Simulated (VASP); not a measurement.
# HfN in VASP: further runs

HfN is run at these levels: PBE; tasks: single point.

Program: VASP 6.6.1. These are calculated values, not measurements. Logs are shortened: lines on timing, memory, paths and dates and some standing lists are left out, and cuts for length are marked.

## (1) The cell of the first run

The structure is hexagonal, space group P6/mmm (No. 191). The conventional cell has a = 3.478 Å, b = 3.478 Å, c = 4.022 Å, α = 90.00°, β = 90.00°, γ = 120.00°. Within 2.7 Å of Hf (site symmetry 6/mmm) lie 2 N at 2.01 Å. Within 2.7 Å of N (site symmetry 6/mmm) lie 2 Hf at 2.01 Å.

## (2) Single point, PBE

INCAR

```
SYSTEM = HfN
  PREC = Accurate
  ENCUT = 520
  EDIFF = 1E-6
  ISMEAR = -1
  SIGMA = 0.05
  LREAL = .FALSE.
  LASPH = .TRUE.
  NELM = 60
  ALGO = Normal
  ISIF = 2
  LWAVE = .FALSE.
  LCHARG = .FALSE.
  GGA = PE
  NBANDS = 14
```

KPOINTS

```
Automatic mesh
0
G
  9 9 7
  0 0 0
```

POSCAR

```
HfN
1.0
    3.4783889968      0.0000000000      0.0000000000
   -1.7391894326      3.0123660658      0.0000000000
    0.0000000000      0.0000000000      4.0220604645
Hf N
1 1
Direct
    0.0000000000      0.0000000000      0.5000000000
    0.0000000000      0.0000000000      0.0000000000
```

Potentials or basis: VASP PAW PBE potentials, release 64 (Hf_pv, N).

On the command line:

```bash
> cat potpaw_PBE.64/Hf_pv/POTCAR potpaw_PBE.64/N/POTCAR > POTCAR
> mpirun -np 1 vasp_std > vasp.out
```

OUTCAR:

```text
SYSTEM = HfN
   PREC = Accurate
   ENCUT = 520
   EDIFF = 1E-6
   ISMEAR = -1
   LREAL = .FALSE.
   LASPH = .TRUE.
   NELM = 60
   ISIF = 2
   GGA = PE

 ion  position               nearest neighbor table
   1  0.000  0.000  0.500-   2 2.01   2 2.01
   2  0.000  0.000  0.000-   1 2.01   1 2.01

  LATTYP: Found a hexagonal cell.
 ALAT       =     3.4783889968
 C/A-ratio  =     1.1562997894

  Lattice vectors:

 A1 = (   3.4783889968,   0.0000000000,   0.0000000000)
 A2 = (  -1.7391894326,   3.0123660658,   0.0000000000)
 A3 = (   0.0000000000,   0.0000000000,   4.0220604645)

Analysis of symmetry for initial positions (statically):
=====================================================================
 Subroutine PRICEL returns:
 Original cell was already a primitive cell.

 Routine SETGRP: Setting up the symmetry group for a
 hexagonal supercell.

 Subroutine GETGRP returns: Found 24 space group operations
 (whereof 24 operations were pure point group operations)
 out of a pool of 24 trial point group operations.

The static configuration has the point symmetry D_6h.

Analysis of symmetry for dynamics (positions and initial velocities):
=====================================================================
 Subroutine PRICEL returns:
 Original cell was already a primitive cell.

 Routine SETGRP: Setting up the symmetry group for a
 hexagonal supercell.

 Subroutine GETGRP returns: Found 24 space group operations
 (whereof 24 operations were pure point group operations)
 out of a pool of 24 trial point group operations.

The dynamic configuration has the point symmetry D_6h.

 Subroutine INISYM returns: Found 24 space group operations
 (whereof 24 operations are pure point group operations),
 and found     1 'primitive' translations

----------------------------------------------------------------------------------------

                                     Primitive cell

  volume of cell :      42.1439

  direct lattice vectors                    reciprocal lattice vectors
     3.478388997  0.000000000  0.000000000     0.287489410  0.165982000  0.000000000
    -1.739189433  3.012366066  0.000000000     0.000000000  0.331964966  0.000000000
     0.000000000  0.000000000  4.022060464     0.000000000  0.000000000  0.248628783

  length of vectors
     3.478388997  3.478380255  4.022060464     0.331964132  0.331964966  0.248628783

  position of ions in fractional coordinates (direct lattice)
     0.000000000  0.000000000  0.500000000
     0.000000000  0.000000000  0.000000000

  ion indices of the primitive-cell ions
   primitive index   ion index
                 1           1
                 2           2

----------------------------------------------------------------------------------------

 KPOINTS: Automatic mesh

Automatic generation of k-mesh.
 Grid dimensions read from file:
 generate k-points for:    9    9    7

 Generating k-lattice:

  Cartesian coordinates                     Fractional coordinates (reciprocal lattice)
     0.031943268  0.018442444  0.000000000     0.111111111  0.000000000  0.000000000
     0.000000000  0.036884996  0.000000000     0.000000000  0.111111111  0.000000000
     0.000000000  0.000000000  0.035518398     0.000000000  0.000000000  0.142857143

  Length of vectors
     0.036884904  0.036884996  0.035518398

  Shift w.r.t. Gamma in fractional coordinates (k-lattice)
     0.000000000  0.000000000  0.000000000

 Subroutine IBZKPT returns following result:
 ===========================================

 Found     48 irreducible k-points:

 Following reciprocal coordinates:
            Coordinates               Weight
  0.000000  0.000000  0.000000      1.000000
  0.111111 -0.000000  0.000000      6.000000
  0.222222  0.000000  0.000000      6.000000
  0.333333  0.000000  0.000000      6.000000
  0.444444  0.000000  0.000000      6.000000
  0.111111  0.111111  0.000000      6.000000
[... 16 lines left out ...]
  0.333333  0.222222  0.142857     24.000000
  0.333333  0.333333  0.142857      4.000000
 [... further k-points ...]
   k-points           NKPTS =     48   k-points in BZ     NKDIM =     48   number of bands    NBANDS=     14
   number of dos      NEDOS =    301   number of ions     NIONS =      2
   total plane-waves  NPLWV =  23520
   dimension x,y,z NGX =    28 NGY =   28 NGZ =   30
   dimension x,y,z NGXF=    56 NGYF=   56 NGZF=   60
   ions per type =               1   1
   NGX,Y,Z   is equivalent  to a cutoff of  13.38, 13.38, 12.40 a.u.
   NGXF,Y,Z  is equivalent  to a cutoff of  26.76, 26.76, 24.80 a.u.
 SYSTEM =  HfN
   PREC   = accura    normal or accurate (medium, high low for compatibility)
   ISTART =      0    job   : 0-new  1-cont  2-samecut
   ICHARG =      2    charge: 1-file 2-atom 10-const
   ISPIN  =      1    spin polarized calculation?
   LNONCOLLINEAR =      F non collinear calculations
   LSORBIT =      F    spin-orbit coupling
   LASPH  =      T    aspherical Exc in radial PAW
   ENCUT  =  520.0 eV  38.22 Ry    6.18 a.u.   6.47  6.47  7.48*2*pi/ulx,y,z
   NELM   =     60;   NELMIN=  2; NELMDL= -5     # of ELM steps
   EDIFF  = 0.1E-05   stopping-criterion for ELM
   LREAL  =      F    real-space projection
[... 7 lines left out ...]
   TEBEG  =    0.0;   TEEND  =   0.0 temperature during run
   PSTRESS=    0.0 pullay stress
   NELECT =      15.0000    total number of electrons
   NUPDOWN=      -1.0000    fix difference up-down
   EMIN   =  10.00;   EMAX   =-10.00  energy-range for DOS
   EFERMI =   0.00;   METHOD = LEGACY
   ISMEAR =    -1;   SIGMA  =   0.05  broadening in eV -4-tet -1-fermi 0-gaus
   EFERMI_NEDOS =   21; number of points for ismear=-14 and -15
   IALGO  =     38    algorithm
   IMIX   =      4    mixing-type and parameters
     AMIX     =   0.40;   BMIX     =  1.00
     AMIX_MAG =   1.60;   BMIX_MAG =  1.00
  volume/ion in A,a.u.               =      21.07       142.20
  Fermi-wavevector in a.u.,A,eV,Ry     =   1.160185  2.192431 18.313826  1.346028
  Thomas-Fermi vector in A             =   2.296770
   LORBIT       =      0    0 simple, 1 ext, 2 COOP (PROOUT), +10 PAW based schemes
   GGA     = PE    functional components
   LHFCALC =     F    Hartree Fock is set to
   AEXX    =    0.0000 exact exchange contribution
   IVDW    =     0    specifies the selected vdW correction
   LEPSILON=     F    determine dielectric tensor
   LRPA    =     F    only Hartree local field effects (RPA)
 non-spin polarized calculation
  energy-cutoff  :      520.00
  volume of cell :       42.14
 maximum number of plane-waves:      1161
 NGX is ok and might be reduce to    28
   NGX = 13   NGY = 13   NGZ = 15

 number of electron      15.0000000 magnetization

 Free energy of the ion-electron system (eV)
  ---------------------------------------------------
  ext. energy  EPLUGINS =         0.00000000
  ---------------------------------------------------
  free energy    TOTEN  =       -17.09330940 eV

  energy without entropy =      -17.07961528  energy(sigma->0) =      -17.08646234

 E-fermi :   1.4725     XC(G=0):  -9.5607

 val. band max:        1.4436621411   @ k =   0.2222   0.2222   0.2857
 cond. band min:       1.4919348094   @ k =   0.1111   0.1111   0.0000
 fundamental gap:      0.0482726683
 Fermi energy:         1.4725132653

 k-point     1 :       0.0000    0.0000    0.0000
  band No.  band energies     occupation
      1     -28.9385      2.00000
      2     -28.9385      2.00000
      3     -28.6577      2.00000
      4     -11.6414      2.00000
      5      -1.8365      2.00000
      6       1.4064      1.57898
      7       1.9340      0.00020
      8       1.9340      0.00020
      9       3.3210      0.00000
     10       3.3211      0.00000
     11       5.6545      0.00000
     12       5.6545      0.00000
     13      10.2640      0.00000
     14      10.8150      0.00000

 k-point     2 :       0.1111   -0.0000    0.0000
  band No.  band energies     occupation
      1     -28.9658      2.00000
      2     -28.9451      2.00000
      3     -28.6543      2.00000
      4     -11.5960      2.00000
      5      -1.6147      2.00000
      6       1.4348      1.35999
      7       1.7829      0.00402
      8       1.8669      0.00075
      9       3.0906      0.00000
     10       3.6015      0.00000
     11       5.2297      0.00000
     12       5.5879      0.00000
     13      10.9107      0.00000
     14      10.9253      0.00000

 k-point     3 :       0.2222    0.0000    0.0000
  band No.  band energies     occupation
      1     -29.0343      2.00000
      2     -28.9618      2.00000
      3     -28.6458      2.00000
      4     -11.4791      2.00000
      5      -1.1005      2.00000
      6       1.3773      1.74094
      7       1.5204      0.55491
      8       1.7294      0.01167
      9       2.8661      0.00000
     10       4.3597      0.00000
     11       4.4070      0.00000
     12       5.4255      0.00000
     13      10.9876      0.00000
     14      12.2965      0.00000

 k-point     4 :       0.3333    0.0000    0.0000
  band No.  band energies     occupation
      1     -29.1110      2.00000
      2     -28.9807      2.00000
      3     -28.6362      2.00000
      4     -11.3425      2.00000
      5      -0.7046      2.00000
      6       0.8450      1.99999
      7       1.5992      0.14696
      8       1.6571      0.04860
      9       3.4948      0.00000
     10       3.6547      0.00000
     11       5.2507      0.00000
     12       5.4120      0.00000
     13      10.2314      0.00000
     14      12.6186      0.00000

 k-point     5 :       0.4444    0.0000    0.0000
  band No.  band energies     occupation
      1     -29.1605      2.00000
      2     -28.9929      2.00000
      3     -28.6298      2.00000
      4     -11.2510      2.00000
      5      -0.5914      2.00000
      6       0.4767      2.00000
      7       1.5221      0.54146
      8       1.7957      0.00311
      9       3.1841      0.00000
     10       5.0185      0.00000
     11       5.1415      0.00000
[... 276 lines left out ...]
 k-point    22 :       0.2222    0.2222    0.1429
  band No.  band energies     occupation
      1     -29.1141      2.00000
      2     -29.0179      2.00000
      3     -28.6497      2.00000
      4     -11.0239      2.00000
      5      -0.6813      2.00000
      6       0.5167      2.00000
      7       0.7966      2.00000
      8       1.8462      0.00113
      9       2.3229      0.00000
     10       4.5176      0.00000
     11       5.4977      0.00000
     12       6.5712      0.00000
     13       9.6415      0.00000
     14      12.8716      0.00000

 k-point    23 :       0.3333    0.2222    0.1429
  band No.  band energies     occupation
      1     -29.1316      2.00000
      2     -29.0481      2.00000
      3     -28.6447      2.00000
      4     -10.9534      2.00000
      5      -0.6225      2.00000
      6       0.1349      2.00000
      7       0.8860      1.99998
      8       2.0186      0.00004
      9       2.9167      0.00000
     10       4.6315      0.00000
     11       5.2004      0.00000
     12       6.9839      0.00000
     13       8.7133      0.00000
     14      11.7995      0.00000

 k-point    24 :       0.3333    0.3333    0.1429
  band No.  band energies     occupation
      1     -29.0983      2.00000
      2     -29.0982      2.00000
      3     -28.6429      2.00000
      4     -10.9289      2.00000
      5      -0.3105      2.00000
      6      -0.3104      2.00000
      7       0.9117      1.99997
      8       2.6965      0.00000
      9       2.6965      0.00000
     10       4.8232      0.00000
     11       4.8232      0.00000
     12       6.2428      0.00000
     13      10.3201      0.00000
     14      10.3201      0.00000

 [... further k-points ...]

------------------------ aborting loop because EDIFF is reached ----------------------------------------

  FORCE on cell =-STRESS in cart. coord.  units (eV):
  Direction    XX          YY          ZZ          XY          YZ          ZX
  --------------------------------------------------------------------------------------
  -------------------------------------------------------------------------------------
  Total       -0.2982851     -0.2982836     -2.0599890     -0.0000005      0.0000000      0.0000000
  in kB      -11.3398575    -11.3398035    -78.3142849     -0.0000191      0.0000000      0.0000000
  external PRESSURE =     -33.6646486 kB  Pullay stress =       0.0000000 kB

 VOLUME and BASIS-vectors are now :
 -----------------------------------------------------------------------------
  energy-cutoff  :      520.00
  volume of cell :       42.14
      direct lattice vectors                 reciprocal lattice vectors
     3.478388997  0.000000000  0.000000000     0.287489410  0.165982000  0.000000000
    -1.739189433  3.012366066  0.000000000     0.000000000  0.331964966  0.000000000
     0.000000000  0.000000000  4.022060464     0.000000000  0.000000000  0.248628783

 POSITION                                       TOTAL-FORCE (eV/Angst)
 -----------------------------------------------------------------------------------
      0.00000      0.00000      2.01103        -0.000000      0.000000      0.000000
      0.00000      0.00000      0.00000         0.000000      0.000000      0.000000
 -----------------------------------------------------------------------------------
    total drift:                               -0.000000     -0.000000      0.000000

  FREE ENERGIE OF THE ION-ELECTRON SYSTEM (eV)
  ---------------------------------------------------
  free  energy   TOTEN  =       -17.0933094009 eV

  energy  without entropy=      -17.0796152814  energy(sigma->0) =      -17.08646234
```

Run time: 41 s. Hardware: 1 thread of Intel Xeon Platinum 8259CL at 2.50GHz (Skylake/Cascade Lake), shared host; peak memory 0.17 GiB.

What came out:

```
Free energy : -17.0933 eV
Pressure    : -3.4 GPa
```

Stress tensor (GPa, compression positive):
```
-1.13  0.00  0.00
 0.00 -1.13  0.00
 0.00  0.00 -7.83
```

Caveat: spin-orbit coupling is left out, which moves the levels of the heavy elements.

[end of part 1 of 2]
